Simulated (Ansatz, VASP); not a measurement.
# One calculation of RhN, two programs

```
Rh N
1.0
     2.96283    0.00000    0.00000
    -1.48141    2.56588    0.00000
     0.00000    0.00000    2.89157
Rh N
1 1
Direct
  0.00000 0.00000 0.00000
  0.66667 0.33333 0.50000
```

Alike in both runs: task single point; functional PBE; k mesh 7 × 7 × 7; occupations gaussian, width 0.05 eV; collinear spin; Hubbard terms Rh d U = 2.0 eV.

|  | VASP | Ansatz |
| --- | --- | --- |
| version | VASP 6.6.1 | Ansatz 0.2.0 |
| potentials or method | VASP PAW PBE potentials, release 64 (Rh_pv, N), cutoff 520 eV | all-electron LAPW, scalar-relativistic |

```csv
,VASP,Ansatz,Ansatz less VASP
gap on the k mesh at the Fermi level (eV),none,none,-
pressure (GPa),-13.5,-11.3,+2.13
"traceless stress, the component that is largest in VASP (GPa)",-1.82,-1.18,+0.639
net moment per atom (μB),0.00,0.00,0.000
```

The programs project onto different local orbitals, so the same U acts differently, and such runs can settle in different states. A gap of «none» marks a metal or a gap that the smearing closes. Ansatz ran all-electron here, and VASP with PAW potentials.

Noted on Ansatz's run: the k mesh is thin for a metal, which can move the energy by tens of meV per atom; U is the effective U less J, on atomic orbitals that reach past the spheres.
